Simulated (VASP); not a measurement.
Pb3O2, 5 atoms in the cell. Symmetry: P6mm, No. 183, hexagonal system. Conventional cell: a = 6.730 Å, b = 6.730 Å, c = 3.587 Å, α = 90.00°, β = 90.00°, γ = 120.00°. Pb (site symmetry 2mm) has 4 O at 2.46 to 2.84 Å within 3.3 Å. Within 3.3 Å of O (site symmetry 3m) lie 6 Pb at 2.46 to 2.84 Å. 

- Program: VASP 6.6.1
- Task: relaxation of cell and atoms
- Functional: PBE
- Potentials or basis: VASP PAW PBE potentials, release 64 (Pb_d, O)
- Cutoff: 600 eV
- k mesh: 3 × 3 × 6
- Occupations: gaussian, width 0.1 eV
- Spin: no spin polarisation
- Dipole correction: no
- Further INCAR settings: ALGO = Normal; EDIFF = 1e-06; IBRION = 2; EDIFFG = -0.04; NSW = 90; ISIF = 3

Potentials or basis: VASP PAW PBE potentials, release 64 (Pb_d, O).

Command:

```console
$ cat potpaw_PBE.64/Pb_d/POTCAR potpaw_PBE.64/O/POTCAR > POTCAR
$ mpirun -np 1 vasp_std > vasp.out
```

Hardware: 1 thread of Intel(R) Xeon(R) 6975P-C (Granite Rapids), on a shared host.

Estimate the wall time of this run.

Wall time 47 s on 1 thread of Intel(R) Xeon(R) 6975P-C (Granite Rapids) (shared host), peak memory 0.3 GiB. Counts: scf iterations 15, k points 12, ion steps 1.
